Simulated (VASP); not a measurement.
Set up this calculation in VASP 6.6.1, as the native input.

* Task: single point
* Functional: PBE
* Potentials or basis: VASP PAW PBE potentials, release 64 (Zn, O)
* Cutoff: 520 eV
* k mesh: 15 × 15 × 15
* Occupations: fermi-dirac, width 0.0612256 eV
* Spin: no spin polarisation
* Dipole correction: no
* Further INCAR settings: ALGO = Normal; EDIFF = 1e-06; NBANDS = 16

The structure of ZnO (rock salt type) lies in POSCAR:

```
ZnO
1.0
    0.0000000000      2.1202254493      2.1202254493
    2.1202254493      0.0000000000      2.1202254493
    2.1202254493      2.1202254493      0.0000000000
Zn O
1 1
Direct
    0.0000000000      0.0000000000      0.0000000000
    0.5000000000      0.5000000000      0.5000000000
```

The input as run:

INCAR

```
PREC = Accurate
ENCUT = 520
EDIFF = 1E-6
ISMEAR = -1
SIGMA = 0.06122561905347299
LREAL = F
LASPH = T
NELM = 100
ALGO = Normal
ISIF = 2
LWAVE = F
LCHARG = T
GGA = PE
LELF = T
LVHAR = T
NBANDS = 16
```

KPOINTS

```
regular mesh
0
Gamma
  15 15 15
```

Potentials or basis: VASP PAW PBE potentials, release 64 (Zn, O).

Run with:

```sh
$ cat potpaw_PBE.64/Zn/POTCAR potpaw_PBE.64/O/POTCAR > POTCAR
$ mpirun -np 1 vasp_std > vasp.out
```

Results of the run:

```json
{
  "Pressure": "13.2 GPa",
  "Band gap on the k mesh": "1.02 eV, indirect (least direct gap 2.48 eV)"
}
```

It took 20 s on 1 thread of Intel(R) Xeon(R) Platinum 8375C CPU @ 2.90GHz (Ice Lake) (shared host), peak memory 0.16 GiB.
